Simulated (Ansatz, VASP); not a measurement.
# Two plane-wave programs on TePb

```
Te Pb
1.0
     0.00000    3.62237    2.56101
     3.62237    0.00000    2.56101
     3.62237    3.62237    0.00000
Te Pb
1 1
Cartesian
  3.6224 3.6224 2.5610
  0.0000 0.0000 0.0000
```

Alike in both runs: task single point; functional PBEsol; k mesh 8 × 8 × 8; occupations gaussian, width 0.05 eV; no spin polarisation.

```csv
,VASP,Ansatz
version,VASP 6.6.1,Ansatz 0.2.0
potentials or method,"VASP PAW PBE potentials, release 64 (Te, Pb_d), cutoff 520 eV","scalar-relativistic, plane waves, PAW"
valence electrons in the cell,20,30
```

|  | VASP | Ansatz | Ansatz less VASP |
| --- | --- | --- | --- |
| gap on the k mesh at the Fermi level (eV) | none | none | - |
| pressure (GPa) | 13.8 | 13.9 | +0.13 |
| traceless stress, the component that is largest in VASP (GPa) | 34.28 | 34.58 | +0.295 |

VASP's potentials were made for PBE, not for PBEsol. A gap of «none» marks a metal or a gap that the smearing closes. VASP's potentials hold 20 valence electrons a cell and Ansatz's 30, so a difference there can come from the potentials and not from the codes.

Spin-orbit coupling is off throughout.
